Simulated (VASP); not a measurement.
Set up this calculation in VASP 6.6.1, as the native input.

```yaml
Task: single point
Functional: PBEsol
Potentials_or_basis: VASP PAW PBE potentials, release 64 (Ni_sv_GW, O)
Cutoff: 700 eV
k_mesh: 12 × 12 × 6
Occupations: gaussian, width 0.05 eV
Spin: no spin polarisation
Dipole_correction: no
Further_INCAR_settings: ALGO = Normal; EDIFF = 1e-06; NBANDS = 22
```

The structure of NiO2 lies in POSCAR:

```
NiO2
1.0
    2.7304424938      0.0000000000      0.0000000000
   -1.3652212469      2.3646325632      0.0000000000
    0.0000000000      0.0000000000      5.1695467736
Ni O
1 2
Direct
    0.0000000000      0.0000000000      0.5000000000
    0.6666666667      0.3333333333      0.6625222406
    0.3333333333      0.6666666667      0.3374777594
```

This cell differs from its parent crystal: atoms shifted along a free coordinate, c/a of the conventional cell at fixed volume 1.8933.

One way to write it, as run:

INCAR

```
  PREC = Accurate
  ENCUT = 700
  EDIFF = 1E-6
  ISMEAR = 0
  SIGMA = 0.05
  LREAL = False
  LASPH = True
  NELM = 120
  ALGO = Normal
  ISIF = 2
  LWAVE = False
  LCHARG = False
  GGA = PS
  NBANDS = 22
  GGA_COMPAT = False
```

KPOINTS

```
regular mesh
0
Gamma
  12 12 6
```

Potentials or basis: VASP PAW PBE potentials, release 64 (Ni_sv_GW, O).

Command:

```console
$ cat potpaw_PBE.64/Ni_sv_GW/POTCAR potpaw_PBE.64/O/POTCAR > POTCAR
$ mpirun -np 1 vasp_std > vasp.out
```

It gave:

The pressure is 24.7 GPa and the largest force is 2.731 eV/Å. The band gap on the k mesh is 1.21 eV (least direct gap 1.65 eV).

Caveat: the stress differs along the axes, from 21 to 27 GPa; the PAW data sets were made with another functional, which shifts forces and pressure a little; the run has no spin polarisation, though such a crystal can be magnetic.

Run time: 2.9 min on 1 thread of Intel(R) Xeon(R) Platinum 8259CL CPU @ 2.50GHz (Skylake/Cascade Lake) (shared host), peak memory 0.27 GiB.
